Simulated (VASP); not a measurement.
# Ge (Cmmm) in VASP: a series of runs

The runs below take Ge through single point, with PBEsol, HSE06, PBE.

All numbers are computed with VASP 6.6.1; they aren't measurements. Logs are shortened: lines on timing, memory, paths and dates and some standing lists are left out, and cuts for length are marked.

**1. The cell of the first run**

It takes space group Cmmm (No. 65, orthorhombic). Conventional cell: a = 2.794 Å, b = 5.201 Å, c = 2.698 Å, α = 90.00°, β = 90.00°, γ = 90.00°. Within 3.6 Å of Ge (site symmetry mmm) lie 8 Ge at 2.70 to 2.95 Å.

**2. Single point, PBEsol, collinear spin**

INCAR

```
PREC = Accurate
ENCUT = 520
EDIFF = 1E-6
ISMEAR = 0
SIGMA = 0.01
LREAL = F
LASPH = T
NELM = 150
ALGO = Normal
ISIF = 2
LWAVE = F
LCHARG = F
ISPIN = 2
MAGMOM = -0.58 0.18
LORBIT = 11
GGA = PS
NBANDS = 25
```

KPOINTS

```
regular mesh
0
Gamma
  9 5 10
```

POSCAR

```
Ge
1.0
    2.7942980000      0.0000000000      0.0000000000
    0.0000000000      5.2010320000      0.0000000000
    0.0000000000      0.0000000000      2.6982310000
Ge
2
Direct
    0.5000000000      0.0000000000      0.0000000000
    0.0000000000      0.5000000000      0.0000000000
```

Potentials or basis: VASP PAW PBE potentials, release 64 (Ge_d).

The run is started by

```console
$ cat potpaw_PBE.64/Ge_d/POTCAR > POTCAR
$ mpirun -np 1 vasp_std > vasp.out
```

OUTCAR:

```text
PREC = Accurate
   ENCUT = 520
   EDIFF = 1E-6
   ISMEAR = 0
   LREAL = F
   LASPH = T
   NELM = 150
   ISIF = 2
   ISPIN = 2
   LORBIT = 11
   GGA = PS

 ion  position               nearest neighbor table
   1  0.500  0.000  0.000-
   2  0.000  0.500  0.000-

  LATTYP: Found a simple orthorhombic cell.
 ALAT       =     2.6982310000
 B/A-ratio  =     1.0356036974
 C/A-ratio  =     1.9275710642

  Lattice vectors:

 A1 = (   0.0000000000,   0.0000000000,   2.6982310000)
 A2 = (   2.7942980000,   0.0000000000,   0.0000000000)
 A3 = (   0.0000000000,   5.2010320000,   0.0000000000)

Analysis of symmetry for initial positions (statically):
=====================================================================
 Subroutine PRICEL returns following result:

  LATTYP: Found a base centered orthorhombic cell.
 ALAT       =     2.7942980000
 B/A-ratio  =     1.8613018368
 C/A-ratio  =     0.9656203454

  Lattice vectors:

 A1 = (  -1.3971490000,   2.6005160000,   0.0000000000)
 A2 = (  -1.3971490000,  -2.6005160000,   0.0000000000)
 A3 = (   0.0000000000,   0.0000000000,   2.6982310000)

   2 primitive cells build up your supercell.

 Routine SETGRP: Setting up the symmetry group for a
 simple orthorhombic supercell.

 Subroutine GETGRP returns: Found  8 space group operations
 (whereof  8 operations were pure point group operations)
 out of a pool of  8 trial point group operations.

The static configuration has the point symmetry D_2h.

Analysis of symmetry for dynamics (positions and initial velocities):
=====================================================================
 Subroutine PRICEL returns following result:

  LATTYP: Found a base centered orthorhombic cell.
 ALAT       =     2.7942980000
 B/A-ratio  =     1.8613018368
 C/A-ratio  =     0.9656203454

  Lattice vectors:

 A1 = (  -1.3971490000,   2.6005160000,   0.0000000000)
 A2 = (  -1.3971490000,  -2.6005160000,   0.0000000000)
 A3 = (   0.0000000000,   0.0000000000,   2.6982310000)

   2 primitive cells build up your supercell.

 Routine SETGRP: Setting up the symmetry group for a
 simple orthorhombic supercell.

 Subroutine GETGRP returns: Found  8 space group operations
 (whereof  8 operations were pure point group operations)
 out of a pool of  8 trial point group operations.

The dynamic configuration has the point symmetry D_2h.

Analysis of structural, dynamic, and magnetic symmetry:
=====================================================================
 Subroutine PRICEL returns:
 Original cell was already a primitive cell.

 Routine SETGRP: Setting up the symmetry group for a
 simple orthorhombic supercell.

 Subroutine GETGRP returns: Found  8 space group operations
 (whereof  8 operations were pure point group operations)
 out of a pool of  8 trial point group operations.

The overall configuration has the point symmetry D_2h.

 Subroutine INISYM returns: Found  8 space group operations
 (whereof  8 operations are pure point group operations),
 and found     1 'primitive' translations

----------------------------------------------------------------------------------------

                                     Primitive cell

  volume of cell :      39.2140

  direct lattice vectors                    reciprocal lattice vectors
     2.794298000  0.000000000  0.000000000     0.357871637  0.000000000  0.000000000
     0.000000000  5.201032000  0.000000000     0.000000000  0.192269534  0.000000000
     0.000000000  0.000000000  2.698231000     0.000000000  0.000000000  0.370613191

  length of vectors
     2.794298000  5.201032000  2.698231000     0.357871637  0.192269534  0.370613191

  position of ions in fractional coordinates (direct lattice)
     0.500000000  0.000000000  0.000000000
     0.000000000  0.500000000  0.000000000

  ion indices of the primitive-cell ions
   primitive index   ion index
                 1           1
                 2           2

----------------------------------------------------------------------------------------

 KPOINTS: regular mesh

Automatic generation of k-mesh.
 Grid dimensions read from file:
 generate k-points for:    9    5   10

 Generating k-lattice:

  Cartesian coordinates                     Fractional coordinates (reciprocal lattice)
     0.039763515  0.000000000  0.000000000     0.111111111  0.000000000  0.000000000
     0.000000000  0.038453907  0.000000000     0.000000000  0.200000000  0.000000000
     0.000000000  0.000000000  0.037061319     0.000000000  0.000000000  0.100000000

  Length of vectors
     0.039763515  0.038453907  0.037061319

  Shift w.r.t. Gamma in fractional coordinates (k-lattice)
     0.000000000  0.000000000  0.000000000

 Subroutine IBZKPT returns following result:
 ===========================================

 Found     90 irreducible k-points:

 Following reciprocal coordinates:
            Coordinates               Weight
  0.000000  0.000000  0.000000      1.000000
  0.111111  0.000000  0.000000      2.000000
  0.222222  0.000000  0.000000      2.000000
  0.333333  0.000000  0.000000      2.000000
  0.444444  0.000000  0.000000      2.000000
  0.000000  0.200000  0.000000      2.000000
[... 16 lines left out ...]
  0.222222  0.200000  0.100000      8.000000
  0.333333  0.200000  0.100000      8.000000
 [... further k-points ...]
   k-points           NKPTS =     90   k-points in BZ     NKDIM =     90   number of bands    NBANDS=     25
   number of dos      NEDOS =    301   number of ions     NIONS =      2
   total plane-waves  NPLWV =  19200
   dimension x,y,z NGX =    24 NGY =   40 NGZ =   20
   dimension x,y,z NGXF=    48 NGYF=   80 NGZF=   40
   ions per type =               2
   NGX,Y,Z   is equivalent  to a cutoff of  14.28, 12.79, 12.32 a.u.
   NGXF,Y,Z  is equivalent  to a cutoff of  28.56, 25.57, 24.65 a.u.
 SYSTEM =  unknown system
   PREC   = accura    normal or accurate (medium, high low for compatibility)
   ISTART =      0    job   : 0-new  1-cont  2-samecut
   ICHARG =      2    charge: 1-file 2-atom 10-const
   ISPIN  =      2    spin polarized calculation?
   LNONCOLLINEAR =      F non collinear calculations
   LSORBIT =      F    spin-orbit coupling
   LASPH  =      T    aspherical Exc in radial PAW
   ENCUT  =  520.0 eV  38.22 Ry    6.18 a.u.   5.20  9.67  5.02*2*pi/ulx,y,z
   NELM   =    150;   NELMIN=  2; NELMDL= -5     # of ELM steps
   EDIFF  = 0.1E-05   stopping-criterion for ELM
   LREAL  =      F    real-space projection
   EDIFFG = 0.1E-04   stopping-criterion for IOM
   NSW    =      0    number of steps for IOM
   IBRION =     -1    ionic relax: 0-MD 1-quasi-New 2-CG
   NFREE  =      0    steps in history (QN), initial steepest desc. (CG)
   ISIF   =      2    stress and relaxation
   ISYM   =      2    0-nonsym 1-usesym 2-fastsym
   POTIM  = 0.5000    time-step for ionic-motion
   TEBEG  =    0.0;   TEEND  =   0.0 temperature during run
   PSTRESS=    0.0 pullay stress
   NELECT =      28.0000    total number of electrons
   NUPDOWN=      -1.0000    fix difference up-down
   EMIN   =  10.00;   EMAX   =-10.00  energy-range for DOS
   EFERMI =   0.00;   METHOD = LEGACY
   ISMEAR =     0;   SIGMA  =   0.01  broadening in eV -4-tet -1-fermi 0-gaus
   EFERMI_NEDOS =   21; number of points for ismear=-14 and -15
   IALGO  =     38    algorithm
   IMIX   =      4    mixing-type and parameters
     AMIX     =   0.40;   BMIX     =  1.00
     AMIX_MAG =   1.60;   BMIX_MAG =  1.00
  volume/ion in A,a.u.               =      19.61       132.31
  Fermi-wavevector in a.u.,A,eV,Ry     =   1.463234  2.765111 29.130796  2.141053
  Thomas-Fermi vector in A             =   2.579353
   LORBIT       =     11    0 simple, 1 ext, 2 COOP (PROOUT), +10 PAW based schemes
   GGA     = PS    functional components
   LHFCALC =     F    Hartree Fock is set to
   AEXX    =    0.0000 exact exchange contribution
   IVDW    =     0    specifies the selected vdW correction
   LEPSILON=     F    determine dielectric tensor
   LRPA    =     F    only Hartree local field effects (RPA)
 spin polarized calculation
 Gauss-broadening in eV      SIGMA  =   0.01
  energy-cutoff  :      520.00
  volume of cell :       39.21
 maximum number of plane-waves:      1070
 NGX is ok and might be reduce to    24

 number of electron      28.0000007 magnetization       0.0010542

 number of electron      28.0000007 magnetization      -0.0003597

 Free energy of the ion-electron system (eV)
  ---------------------------------------------------
  ext. energy  EPLUGINS =         0.00000000
  ---------------------------------------------------
  free energy    TOTEN  =        -9.44794518 eV

  energy without entropy =       -9.44785592  energy(sigma->0) =       -9.44790055

 E-fermi :   6.0372     XC(G=0): -11.1876

 val. band max:        6.0181746988   @ k =   0.2222   0.2000   0.1000
 cond. band min:       6.0420211007   @ k =   0.4444   0.2000   0.4000
 fundamental gap:      0.0238464019
 Fermi energy:         6.0371832697

 spin component 1

 k-point     1 :       0.0000    0.0000    0.0000
  band No.  band energies     occupation
      1     -18.5834      1.00000
      2     -18.5826      1.00000
      3     -18.5290      1.00000
      4     -18.4880      1.00000
      5     -18.4782      1.00000
      6     -18.4104      1.00000
[... 661 lines left out ...]
     24      22.8673      0.00000
     25      24.8369      0.00000

 [... further k-points ...]

 spin component 2

 k-point     1 :       0.0000    0.0000    0.0000
  band No.  band energies     occupation
      1     -18.5835      1.00000
      2     -18.5829      1.00000
      3     -18.5292      1.00000
      4     -18.4881      1.00000
      5     -18.4784      1.00000
      6     -18.4106      1.00000
[... 661 lines left out ...]
     24      22.8671      0.00000
     25      24.8240      0.00000

 [... further k-points ...]

------------------------ aborting loop because EDIFF is reached ----------------------------------------

  FORCE on cell =-STRESS in cart. coord.  units (eV):
  Direction    XX          YY          ZZ          XY          YZ          ZX
  --------------------------------------------------------------------------------------
  -------------------------------------------------------------------------------------
  Total       -1.0612589     -1.3062193     -0.7874898      0.0000000      0.0000000     -0.0000000
  in kB      -43.3601279    -53.3685390    -32.1746729      0.0000000      0.0000000     -0.0000000
  external PRESSURE =     -42.9677799 kB  Pullay stress =       0.0000000 kB

 VOLUME and BASIS-vectors are now :
 -----------------------------------------------------------------------------
  energy-cutoff  :      520.00
  volume of cell :       39.21
      direct lattice vectors                 reciprocal lattice vectors
     2.794298000  0.000000000  0.000000000     0.357871637  0.000000000  0.000000000
     0.000000000  5.201032000  0.000000000     0.000000000  0.192269534  0.000000000
     0.000000000  0.000000000  2.698231000     0.000000000  0.000000000  0.370613191

 POSITION                                       TOTAL-FORCE (eV/Angst)
 -----------------------------------------------------------------------------------
      1.39715      0.00000      0.00000         0.000000      0.000000      0.000000
      0.00000      2.60052      0.00000         0.000000      0.000000      0.000000
 -----------------------------------------------------------------------------------
    total drift:                                0.000000     -0.000000     -0.000000

  FREE ENERGIE OF THE ION-ELECTRON SYSTEM (eV)
  ---------------------------------------------------
  free  energy   TOTEN  =        -9.4479451775 eV

  energy  without entropy=       -9.4478559212  energy(sigma->0) =       -9.44790055

 total charge

# of ion       s       p       d       tot
------------------------------------------
    1        1.221   0.973  10.018  12.212
    2        1.221   0.974  10.018  12.212
--------------------------------------------------
tot          2.441   1.947  20.037  24.425

 magnetization (x)

# of ion       s       p       d       tot
------------------------------------------
    1       -0.000  -0.000  -0.000  -0.000
    2       -0.000   0.000  -0.000  -0.000
--------------------------------------------------
tot         -0.000  -0.000  -0.000  -0.000
```

Wall time 82 s (1 thread of Intel Xeon Platinum 8259CL at 2.50GHz (Skylake/Cascade Lake), shared host); peak memory 0.24 GiB.

What came out:

```yaml
Free_energy: -9.4479 eV
Pressure: -4.3 GPa
Band_gap_on_the_k_mesh: zero (filled and empty bands overlap)
Net_moment: 0.00 μB per cell
Valence_electrons_inside_the_program's_atomic_spheres: Ge 12.21
```

Stress tensor (GPa, compression positive):
```
-4.34  0.00  0.00
 0.00 -5.34  0.00
 0.00  0.00 -3.22
```

Levels at points of the mesh, in eV from the Fermi level:
Spin up:
| k point | band 10 | band 11 | band 12 | band 13 | band 14 | band 15 | band 16 | band 17 | band 18 | band 19 |
| --- | --- | --- | --- | --- | --- | --- | --- | --- | --- | --- |
| (0.00, 0.00, 0.00) | -24.39 | -12.83 | -8.63 | -5.48 | 5.25 | 6.69 | 7.17 | 8.67 | 9.18 | 9.90 |
| (0.00, 0.00, 0.50) | -24.34 | -9.06 | -5.65 | -4.58 | -2.36 | -2.20 | 3.27 | 8.12 | 9.99 | 11.49 |
Spin down:
```csv
k point,band 11,band 12,band 13,band 14,band 15,band 16,band 17,band 18
"(0.00, 0.00, 0.00)",-12.83,-8.63,-5.48,5.24,6.69,7.17,8.67,9.18
"(0.00, 0.00, 0.50)",-9.06,-5.65,-4.58,-2.36,-2.20,3.27,8.12,9.99
```

Caveat: the cell stands under tension; the PAW data sets were made with another functional, which shifts forces and pressure a little.

**3. Single point, HSE06**

This run uses another cell than the first one: it holds 1 atom, not 2.

POSCAR

```
Ge
1.0
    1.4064019120     -2.6177384622      0.0000000000
    1.4064019120      2.6177384622      0.0000000000
    0.0000000000      0.0000000000      2.7161006002
Ge
1
Direct
    0.5000000000      0.5000000000      0.0000000000
```

INCAR.step1

```
ALGO = Normal ; EDIFF = 1E-5
ENCUT = 520 ; GGA = PE
ISIF = 2 ; ISMEAR = -1
LASPH = True ; LCHARG = False
LREAL = False ; LWAVE = True
NBANDS = 13 ; NELM = 60
PREC = Accurate ; SIGMA = 0.05
```

INCAR.step2

```
ALGO = Normal ; EDIFF = 1E-6
ENCUT = 520 ; GGA = PE
HFSCREEN = 0.2079 ; ISIF = 2
ISMEAR = -1 ; ISTART = 1
LASPH = True ; LCHARG = False
LHFCALC = True ; LREAL = False
LWAVE = False ; NBANDS = 13
NELM = 60 ; PREC = Accurate
PRECFOCK = Normal ; SIGMA = 0.05
```

KPOINTS

```
k-points
0
Gamma
  6 6 6
```

Potentials or basis: VASP PAW PBE potentials, release 64 (Ge_d).

The run is started by

```console
$ cat potpaw_PBE.64/Ge_d/POTCAR > POTCAR
$ cp INCAR.step1 INCAR
$ mpirun -np 1 vasp_std > vasp.out
$ cp INCAR.step2 INCAR
$ mpirun -np 1 vasp_std > vasp.out
```

It took 20 min on 1 thread of Intel Xeon 6975P-C (Granite Rapids), shared host; peak memory 0.24 GiB.

It converged, with:

* Free energy: -4.9894 eV
* Pressure: -4.1 GPa
* Band gap on the k mesh: zero (bands 7 and 8 overlap by 10.83 eV)

Stress tensor (GPa, compression positive):
```
-5.36  0.00  0.00
 0.00 -9.66  0.00
 0.00  0.00  2.65
```

Levels at points of the mesh, in eV from the Fermi level:
| k point | band 3 | band 4 | band 5 | band 6 | band 7 | band 8 | band 9 | band 10 | band 11 | band 12 |
| --- | --- | --- | --- | --- | --- | --- | --- | --- | --- | --- |
| (0.00, 0.00, 0.00) | -28.40 | -28.32 | -28.30 | -14.62 | 6.99 | 7.56 | 9.13 | 10.37 | 12.83 | 15.26 |
| (0.50, 0.00, 0.00) | -28.35 | -28.33 | -28.32 | -9.03 | -6.23 | 3.61 | 7.62 | 11.07 | 16.88 | 16.98 |
| (0.50, 0.50, 0.00) | -28.36 | -28.33 | -28.30 | -9.98 | -6.46 | 5.50 | 9.36 | 10.38 | 16.19 | 16.57 |
| (0.00, 0.00, 0.50) | -28.38 | -28.36 | -28.34 | -10.47 | -6.76 | 10.55 | 12.11 | 16.50 | 16.54 | 17.70 |
| (0.50, 0.00, 0.50) | -28.40 | -28.32 | -28.24 | -4.30 | -2.91 | -2.23 | 3.62 | 6.68 | 11.96 | 13.49 |
| (0.50, 0.50, 0.50) | -28.37 | -28.32 | -28.26 | -5.40 | -3.05 | -2.91 | 3.20 | 8.54 | 13.82 | 15.22 |

Caveat: the k points lie up to 0.42 Å⁻¹ apart, too coarse for converged energies and pressures of a metal; the PAW data sets were made with another functional, which shifts forces and pressure a little.

**4. Single point, HSE06**

This run uses another cell than the first one: it holds 1 atom, not 2.

POSCAR

```
Ge
1.0
    1.3971490000     -2.6005160000      0.0000000000
    1.3971490000      2.6005160000      0.0000000000
    0.0000000000      0.0000000000      2.6982310000
Ge
1
Direct
    0.5000000000      0.5000000000      0.0000000000
```

INCAR.step1

```
SYSTEM = Ge
ALGO     = Normal         ! electronic algorithm
EDIFF    = 1E-5           ! SCF threshold, eV
ENCUT    = 520            ! plane-wave cutoff, eV
GGA      = PE             ! functional
ISIF     = 2              ! what is computed and relaxed
ISMEAR   = -1             ! smearing method
LASPH    = .TRUE.         ! aspherical terms in the spheres
LCHARG   = .FALSE.        ! write CHGCAR
LREAL    = .FALSE.        ! projectors in reciprocal space
LWAVE    = .TRUE.         ! write WAVECAR
NBANDS   = 13             ! bands
NELM     = 100            ! most SCF steps
PREC     = Accurate       ! precision mode
SIGMA    = 0.05           ! smearing width, eV
```

INCAR.step2

```
SYSTEM = Ge
ALGO     = Normal         ! electronic algorithm
EDIFF    = 1E-6           ! SCF threshold, eV
ENCUT    = 520            ! plane-wave cutoff, eV
GGA      = PE             ! functional
HFSCREEN = 0.2079         ! screening, 1/A
ISIF     = 2              ! what is computed and relaxed
ISMEAR   = -1             ! smearing method
ISTART   = 1            
LASPH    = .TRUE.         ! aspherical terms in the spheres
LCHARG   = .FALSE.        ! write CHGCAR
LHFCALC  = .TRUE.         ! exact exchange
LREAL    = .FALSE.        ! projectors in reciprocal space
LWAVE    = .FALSE.        ! write WAVECAR
NBANDS   = 13             ! bands
NELM     = 100            ! most SCF steps
PREC     = Accurate       ! precision mode
PRECFOCK = Normal       
SIGMA    = 0.05           ! smearing width, eV
```

KPOINTS

```
k-points
0
G
  6 6 6
  0 0 0
```

The run is started by

```console
$ cat potpaw_PBE.64/Ge_d/POTCAR > POTCAR
$ cp INCAR.step1 INCAR
$ mpirun -np 1 vasp_std > vasp.out
$ cp INCAR.step2 INCAR
$ mpirun -np 1 vasp_std > vasp.out
```

It took 30 min on 1 thread of Intel Xeon Platinum 8488C (Sapphire Rapids), shared host; peak memory 0.24 GiB.

Results (log left out):

* Free energy: -4.9982 eV
* Pressure: -2.8 GPa
* Band gap on the k mesh: zero (bands 7 and 8 overlap by 11.04 eV)

Stress tensor (GPa, compression positive):
```
-3.96  0.00  0.00
 0.00 -8.69  0.00
 0.00  0.00  4.16
```

Levels at points of the mesh, in eV from the Fermi level:
```csv
k point,band 4,band 5,band 6,band 7,band 8,band 9,band 10,band 11
"(0.00, 0.00, 0.00)",-28.34,-28.31,-14.82,7.08,7.69,9.29,10.44,12.96
"(0.50, 0.00, 0.00)",-28.34,-28.33,-9.09,-6.38,3.64,7.66,11.29,17.01
"(0.50, 0.50, 0.00)",-28.34,-28.32,-10.06,-6.62,5.57,9.43,10.58,16.42
"(0.00, 0.00, 0.50)",-28.38,-28.35,-10.56,-6.92,10.77,12.37,16.67,16.70
"(0.50, 0.00, 0.50)",-28.33,-28.25,-4.23,-2.99,-2.30,3.57,6.79,12.10
"(0.50, 0.50, 0.50)",-28.34,-28.27,-5.36,-3.13,-2.99,3.14,8.69,13.99
```

Caveat: the k points lie up to 0.43 Å⁻¹ apart, too coarse for converged energies and pressures of a metal; the PAW data sets were made with another functional, which shifts forces and pressure a little.

[end of part 1 of 2]

The gap in the log of VASP goes by the Fermi energy; the results here count the filled bands.